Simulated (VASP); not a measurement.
# InAgTe2 (I-42d) in VASP: a series of runs, part 2 of 2

VASP 6.6.1. The steps go on from the part before.

### 3 Relaxation of cell and atoms, PBE

This run uses another cell than the first one, of 33.02 Å³/atom, 0.940 times its volume.

Input file INCAR:

```
SYSTEM = InAgTe2
PREC = Accurate
ENCUT = 500
EDIFF = 1E-7
ISMEAR = 0
SIGMA = 0.1
LREAL = .False.
LASPH = .True.
NELM = 120
ALGO = Normal
ISIF = 3
LWAVE = .False.
LCHARG = .False.
GGA = PE
IBRION = 2
NSW = 100
EDIFFG = -0.05
GGA_COMPAT = .False.
NELMIN = 4
```

Input file KPOINTS:

```
regular mesh
0
Gamma
  4 4 4
  0 0 0
```

Input file POSCAR:

```
InAgTe2
1.0
   -3.2336000000      3.2336000000      6.3165500000
    3.2336000000     -3.2336000000      6.3165500000
    3.2336000000      3.2336000000     -6.3165500000
In Ag Te
2 2 4
Direct
    0.5000000000      0.5000000000      0.0000000000
    0.2500000000      0.7500000000      0.5000000000
    0.0000000000      0.0000000000      0.0000000000
    0.7500000000      0.2500000000      0.5000000000
    0.3750000000      0.3868000000      0.5118000000
    0.6132000000      0.1250000000      0.9882000000
    0.8750000000      0.8632000000      0.4882000000
    0.1368000000      0.6250000000      0.0118000000
```

Potentials or basis: VASP PAW PBE potentials, release 64 (In_d, Ag, Te).

On the command line:

```bash
$ cat potpaw_PBE.64/In_d/POTCAR potpaw_PBE.64/Ag/POTCAR potpaw_PBE.64/Te/POTCAR > POTCAR
$ mpirun -np 1 vasp_std > vasp.out
```

OUTCAR:

```text
SYSTEM = InAgTe2
   PREC = Accurate
   ENCUT = 500
   EDIFF = 1E-7
   ISMEAR = 0
   LREAL = .False.
   LASPH = .True.
   NELM = 120
   ISIF = 3
   GGA = PE
   IBRION = 2
   NSW = 100
   EDIFFG = -0.05
   NELMIN = 4

 ion  position               nearest neighbor table
   1  0.500  0.500  0.000-   7 2.74   6 2.74   5 2.74   8 2.74
   2  0.250  0.750  0.500-   6 2.74   5 2.74   7 2.74   8 2.74
   3  0.000  0.000  0.000-   7 2.82   6 2.82   8 2.82   5 2.82
   4  0.750  0.250  0.500-   6 2.82   5 2.82   7 2.82   8 2.82
   5  0.375  0.387  0.512-   1 2.74   2 2.74   4 2.82   3 2.82
   6  0.613  0.125  0.988-   2 2.74   1 2.74   4 2.82   3 2.82
   7  0.875  0.863  0.488-   1 2.74   2 2.74   3 2.82   4 2.82
   8  0.137  0.625  0.012-   1 2.74   2 2.74   3 2.82   4 2.82

  LATTYP: Found a body centered tetragonal cell.
 ALAT       =     6.4672000000
 C/A-ratio  =     1.9534110589

  Lattice vectors:

 A1 = (  -3.2336000000,   3.2336000000,   6.3165500000)
 A2 = (   3.2336000000,  -3.2336000000,   6.3165500000)
 A3 = (   3.2336000000,   3.2336000000,  -6.3165500000)

Analysis of symmetry for initial positions (statically):
=====================================================================
 Subroutine PRICEL returns:
 Original cell was already a primitive cell.

[... 163 lines left out ...]
--------------------------------------- Ionic step        1  -------------------------------------------

 number of electron      72.0000007 magnetization

 Free energy of the ion-electron system (eV)
  ---------------------------------------------------
  ext. energy  EPLUGINS =         0.00000000
  ---------------------------------------------------
  free energy    TOTEN  =       -25.11179408 eV

  energy without entropy =      -25.11177123  energy(sigma->0) =      -25.11178265

------------------------ aborting loop because EDIFF is reached ----------------------------------------

  FORCE on cell =-STRESS in cart. coord.  units (eV):
  Direction    XX          YY          ZZ          XY          YZ          ZX
  --------------------------------------------------------------------------------------
  -------------------------------------------------------------------------------------
  Total        5.4034786      5.4034786      5.2232161      0.0000000      0.0000000      0.0000000
  in kB       32.7696266     32.7696266     31.6764175      0.0000000      0.0000000      0.0000000
  external PRESSURE =      32.4052236 kB  Pullay stress =       0.0000000 kB
[... 239 lines left out ...]
--------------------------------------- Ionic step        7  -------------------------------------------

 number of electron      71.9999997 magnetization

 Free energy of the ion-electron system (eV)
  ---------------------------------------------------
  ext. energy  EPLUGINS =         0.00000000
  ---------------------------------------------------
  free energy    TOTEN  =       -25.45227369 eV

  energy without entropy =      -25.45022600  energy(sigma->0) =      -25.45124985

 E-fermi :   4.0115     XC(G=0):  -8.4705

 val. band max:        3.9873368703   @ k =   0.0000   0.0000   0.0000
 cond. band min:       4.0228716971   @ k =   0.0000   0.0000   0.0000
 fundamental gap:      0.0355348268
 Fermi energy:         4.0114761297

 k-point     1 :       0.0000    0.0000    0.0000
  band No.  band energies     occupation
      1     -10.7197      2.00000
      2     -10.7150      2.00000
      3     -10.7150      2.00000
      4     -10.6630      2.00000
      5     -10.6506      2.00000
      6     -10.6506      2.00000
[... 622 lines left out ...]
  FREE ENERGIE OF THE ION-ELECTRON SYSTEM (eV)
  ---------------------------------------------------
  free  energy   TOTEN  =       -25.4522736865 eV

  energy  without entropy=      -25.4502260047  energy(sigma->0) =      -25.45124985

 reached required accuracy - stopping structural energy minimisation
```

CONTCAR:

```text
InAgTe2
   1.00000000000000
    -3.2976491933297365    3.2976491933297365    6.4588388668657526
     3.2976491933297365   -3.2976491933297365    6.4588388668657526
     3.2976491933297365    3.2976491933297365   -6.4588388668657526
  In              Ag              Te
     2     2     4
Direct
     0.5000000000000000    0.5000000000000000    0.0000000000000000
     0.2500000000000000    0.7500000000000000    0.5000000000000000
     0.0000000000000000    0.0000000000000000    0.0000000000000000
     0.7500000000000000    0.2500000000000000    0.5000000000000000
     0.3750000000000000    0.3694288549128737    0.4944288549128737
     0.6305711450871262    0.1250000000000000    0.0055711450871263
     0.8750000000000000    0.8805711450871262    0.5055711450871262
     0.1194288549128737    0.6250000000000000    0.9944288549128738

  0.00000000E+00  0.00000000E+00  0.00000000E+00
  0.00000000E+00  0.00000000E+00  0.00000000E+00
  0.00000000E+00  0.00000000E+00  0.00000000E+00
  0.00000000E+00  0.00000000E+00  0.00000000E+00
  0.00000000E+00  0.00000000E+00  0.00000000E+00
  0.00000000E+00  0.00000000E+00  0.00000000E+00
  0.00000000E+00  0.00000000E+00  0.00000000E+00
  0.00000000E+00  0.00000000E+00  0.00000000E+00
```

It took 23 min on 1 thread of Intel Xeon Platinum 8488C (Sapphire Rapids), shared host; peak memory 0.6 GiB.

Results:

* Free energy: -25.4523 eV
* Relaxed volume: 35.12 Å³/atom
* Relaxed cell: a = 7.967 Å, b = 7.967 Å, c = 7.967 Å, α = 131.10°, β = 131.10°, γ = 71.66°
* Space group after relaxing (to 0.05 Å): I-42d (No. 122)
* Energy gained by relaxing: 42.6 meV/atom
* Ionic steps: 7
* Pressure after relaxing: -0.1 GPa
* Largest force after relaxing: 0.007 eV/Å
* Band gap on the k mesh: 0.04 eV, direct

Forces in eV/Å, atoms in the order of the input:
```
In   0.000  0.000  0.000
In   0.000  0.000  0.000
Ag   0.000  0.000  0.000
Ag   0.000  0.000  0.000
Te   0.007  0.000  0.000
Te   0.000 -0.007  0.000
Te  -0.007  0.000  0.000
Te   0.000  0.007  0.000
```

Stress tensor (GPa, compression positive):
```
-0.14  0.00  0.00
 0.00 -0.14  0.00
 0.00  0.00  0.02
```

The path:
| step | energy change (eV) | largest force (eV/Å) | pressure (GPa) | volume (Å³) |
| --- | --- | --- | --- | --- |
| 1 | 0.0000 | 0.9068 | 3.24 | 264.19 |
| 2 | -0.2611 | 0.3251 | -0.94 | 290.56 |
| 3 | -0.2695 | 0.4017 | -0.41 | 286.18 |
| 4 | -0.3036 | 0.2965 | -0.27 | 284.16 |
| 5 | -0.3391 | 0.0059 | 0.20 | 278.79 |
| 6 | -0.3394 | 0.0236 | 0.15 | 279.29 |
| 7 | -0.3405 | 0.0066 | -0.09 | 280.95 |

Final structure:
```yaml
crystal:
  lattice:
    - [-3.29765, 3.29765, 6.45884]
    - [3.29765, -3.29765, 6.45884]
    - [3.29765, 3.29765, -6.45884]
  atoms:
    - { symbol: In, position: [0.50000, 0.50000, 0.00000] }
    - { symbol: In, position: [0.25000, 0.75000, 0.50000] }
    - { symbol: Ag, position: [0.00000, 0.00000, 0.00000] }
    - { symbol: Ag, position: [0.75000, 0.25000, 0.50000] }
    - { symbol: Te, position: [0.37500, 0.36943, 0.49443] }
    - { symbol: Te, position: [0.63057, 0.12500, 0.00557] }
    - { symbol: Te, position: [0.87500, 0.88057, 0.50557] }
    - { symbol: Te, position: [0.11943, 0.62500, 0.99443] }
```

Caveat: spin-orbit coupling is left out, which moves the levels of the heavy elements; the relaxation stopped at a loose force limit of 0.05 eV/Å, so its end isn't a converged minimum.
